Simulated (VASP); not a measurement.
# Os (I4/mmm) in VASP: notebook, part 2 of 2

VASP 6.6.1. Earlier steps stand in the parts before.

## Step 3: Electric field gradients, PBE (equal xx and yy strain of +2 %)

Input file INCAR:

```
SYSTEM = Os
PREC     = Accurate       ! precision mode
ENCUT    = 520            ! plane-wave cutoff, eV
EDIFF    = 1E-8           ! SCF threshold, eV
ISMEAR   = -1             ! smearing method
SIGMA    = 0.05           ! smearing width, eV
LREAL    = .False.        ! projectors in reciprocal space
LASPH    = .True.         ! aspherical terms in the spheres
NELM     = 80             ! most SCF steps
ALGO     = Normal         ! electronic algorithm
ISIF     = 2              ! what is computed and relaxed
LWAVE    = .False.        ! write WAVECAR
LCHARG   = .False.        ! write CHGCAR
GGA      = PE             ! functional
LEFG     = .True.       
NBANDS   = 10             ! bands
```

Input file KPOINTS:

```
Automatic mesh
0
Gamma
  14 14 14
  0 0 0
```

Input file POSCAR:

```
Os
1.0
    0.0000000000      1.9839000000      1.9450000000
    1.9839000000      0.0000000000      1.9450000000
    1.9839000000      1.9839000000      0.0000000000
Os
1
Direct
    0.0000000000      0.0000000000      0.0000000000
```

Potentials or basis: VASP PAW PBE potentials, release 64 (Os).

Launch:

```
$ cat potpaw_PBE.64/Os/POTCAR > POTCAR
$ mpirun -np 1 vasp_std > vasp.out
```

OUTCAR:

```text
SYSTEM = Os
   PREC = Accurate
   ENCUT = 520
   EDIFF = 1E-8
   ISMEAR = -1
   LREAL = .False.
   LASPH = .True.
   NELM = 80
   ISIF = 2
   GGA = PE

 ion  position               nearest neighbor table
   1  0.000  0.000  0.000-

  LATTYP: Found a body centered tetragonal cell.
 ALAT       =     2.8056582864
 C/A-ratio  =     1.3864838847

  Lattice vectors:

 A1 = (   0.0000000000,  -1.9839000000,  -1.9450000000)
 A2 = (   0.0000000000,   1.9839000000,  -1.9450000000)
 A3 = (   1.9839000000,   0.0000000000,   1.9450000000)

Analysis of symmetry for initial positions (statically):
=====================================================================
 Subroutine PRICEL returns:
 Original cell was already a primitive cell.

 Routine SETGRP: Setting up the symmetry group for a
 body centered tetragonal supercell.

[... 494 lines left out ...]

 VOLUME and BASIS-vectors are now :
 -----------------------------------------------------------------------------
  energy-cutoff  :      520.00
  volume of cell :       15.31
      direct lattice vectors                 reciprocal lattice vectors
     0.000000000  1.983900000  1.945000000    -0.252028832  0.252028832  0.257069409
     1.983900000  0.000000000  1.945000000     0.252028832 -0.252028832  0.257069409
     1.983900000  1.983900000  0.000000000     0.252028832  0.252028832 -0.257069409

 POSITION                                       TOTAL-FORCE (eV/Angst)
 -----------------------------------------------------------------------------------
      0.00000      0.00000      0.00000         0.000000      0.000000      0.000000
 -----------------------------------------------------------------------------------
    total drift:                               -0.000000      0.000000      0.000000

  FREE ENERGIE OF THE ION-ELECTRON SYSTEM (eV)
  ---------------------------------------------------
  free  energy   TOTEN  =       -11.0338430670 eV

  energy  without entropy=      -11.0232687974  energy(sigma->0) =      -11.02855593

 Electric field gradients (V/A^2)
---------------------------------------------------------------------
 ion       V_xx      V_yy      V_zz      V_xy      V_xz      V_yz
---------------------------------------------------------------------
   1       1.236     1.236    -2.472    -0.000     0.000     0.000
---------------------------------------------------------------------

 Electric field gradients after diagonalization (V/A^2)
 (convention: |V_zz| > |V_xx| > |V_yy|)
----------------------------------------------------------------------
 ion       V_xx      V_yy      V_zz     asymmetry (V_yy - V_xx)/ V_zz
----------------------------------------------------------------------
   1       1.236     1.236    -2.472       0.000
----------------------------------------------------------------------

           NMR quadrupolar parameters

 Cq : quadrupolar parameter    Cq=e*Q*V_zz/h
 eta: asymmetry parameters     (V_yy - V_xx)/ V_zz
 Q  : nuclear electric quadrupole moment in mb (millibarn)
----------------------------------------------------------------------
 ion       Cq(MHz)       eta       Q (mb)
----------------------------------------------------------------------
   1      -0.006       0.000       1.000
----------------------------------------------------------------------
```

OSZICAR:

```text
N       E                     dE             d eps       ncg     rms          rms(c)
DAV:   1     0.356416305473E+02    0.35642E+02   -0.41351E+03  4992   0.734E+02
DAV:   2    -0.106558757770E+02   -0.46298E+02   -0.43125E+02  5010   0.197E+02
DAV:   3    -0.117831261022E+02   -0.11273E+01   -0.11209E+01  5760   0.286E+01
DAV:   4    -0.117859791744E+02   -0.28531E-02   -0.28528E-02  5322   0.162E+00
DAV:   5    -0.117859891352E+02   -0.99609E-05   -0.99611E-05  5422   0.874E-02    0.134E+01
DAV:   6    -0.111864610053E+02    0.59953E+00   -0.76347E-01  5796   0.690E+00    0.550E+00
DAV:   7    -0.110378514709E+02    0.14861E+00   -0.44792E-01  6066   0.500E+00    0.274E-01
DAV:   8    -0.110351882865E+02    0.26632E-02   -0.20913E-03  5054   0.361E-01    0.201E-01
DAV:   9    -0.110338483563E+02    0.13399E-02   -0.71357E-04  5304   0.269E-01    0.209E-02
DAV:  10    -0.110338473431E+02    0.10132E-05   -0.82649E-06  5344   0.207E-02    0.852E-03
DAV:  11    -0.110338431497E+02    0.41934E-05   -0.93996E-07  5308   0.143E-02    0.187E-03
DAV:  12    -0.110338430753E+02    0.74370E-07   -0.68278E-09  3652   0.697E-04    0.268E-04
DAV:  13    -0.110338430615E+02    0.13874E-07   -0.68823E-10  2706   0.313E-04    0.156E-04
DAV:  14    -0.110338430670E+02   -0.55076E-08   -0.38319E-11  2586   0.637E-05
   1 F= -.11033843E+02 E0= -.11028556E+02  d E =-.105743E-01
```

stdout:

```text
POSCAR found type information on POSCAR Os
 POSCAR found :  1 types and       1 ions
 scaLAPACK will be used
 LDA part: xc-table for (Slater+PW92), standard interpolation
 POSCAR, INCAR and KPOINTS ok, starting setup
 FFT: planning ... GRIDC
 FFT: planning ... GRID_SOFT
 FFT: planning ... GRID
 WAVECAR not read
 entering main loop
ion   1
```

Wall time 12 s (1 thread of Intel Xeon 6975P-C (Granite Rapids), shared host); peak memory 0.17 GiB.

What came out:

* Free energy: -11.0338 eV
* Pressure: -22.1 GPa
* Band gap on the k mesh: zero (band 4 reaches 10.49 eV, above the bottom of band 5 at 6.79 eV)

Levels at points of the mesh, in eV from the Fermi level:
| k point | band 1 | band 2 | band 3 | band 4 | band 5 | band 6 | band 7 | band 8 | band 9 |
| --- | --- | --- | --- | --- | --- | --- | --- | --- | --- |
| (0.00, 0.00, 0.00) | -9.99 | -2.67 | -2.67 | -2.42 | -0.11 | 0.21 | 14.33 | 19.42 | 19.42 |
| (0.50, 0.00, 0.00) | -6.87 | -2.85 | -2.59 | -0.13 | 2.07 | 2.22 | 7.94 | 13.83 | 19.34 |
| (0.50, 0.50, 0.00) | -6.65 | -6.03 | 2.09 | 2.49 | 2.75 | 2.75 | 11.23 | 11.51 | 11.51 |
| (0.50, 0.00, 0.50) | -6.68 | -6.00 | 2.09 | 2.10 | 2.61 | 2.85 | 10.74 | 11.75 | 11.97 |

Electric field gradients, principal values (V/Å²):
```csv
atom,least,middle,greatest (by size)
1 Os,1.236,1.236,-2.472
```

Caveat: the cell differs from its parent crystal (equal xx and yy strain of +2 %); without QUAD_EFG the Cq values of the log hold for a quadrupole moment of 1 mb, not for the nuclei; spin-orbit coupling is left out, which moves the levels of the heavy elements.
